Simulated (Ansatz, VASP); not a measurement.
GaN in VASP and in Ansatz

```
Ga N
1.0
    -0.01192    2.23858    2.26482
     2.23858   -0.01192    2.26482
     2.22666    2.22666    0.00000
Ga N
1 1
Cartesian
  0.0000 0.0000 -0.0036
  1.1133 1.1133 1.1361
```

Change from the starting cell: strained cell.

Alike in both runs: functional PBEsol; k mesh 10 × 10 × 10; occupations gaussian, width 0.02 eV; no spin polarisation.

Ansatz relaxed the structure, and its values are those at the end. VASP's run is a single point on that final structure, the one shown.

```csv
,VASP,Ansatz
version,VASP 6.6.1,Ansatz 0.2.0
potentials or method,"VASP PAW PBE potentials, release 64 (Ga_d, N), cutoff 600 eV","scalar-relativistic, plane waves, PAW"
valence electrons in the cell,18,18
```

```csv
,VASP,Ansatz,Ansatz less VASP
gap on the k mesh at the Fermi level (eV),1.68,1.66,-0.015
least direct gap on the mesh (eV),1.68,1.66,-0.015
pressure (GPa),0.1,0.5,+0.40
```

VASP's potentials were made for PBE, not for PBEsol, and Ansatz warns of the same on its side. Ansatz's warnings: stress scf threshold loose.
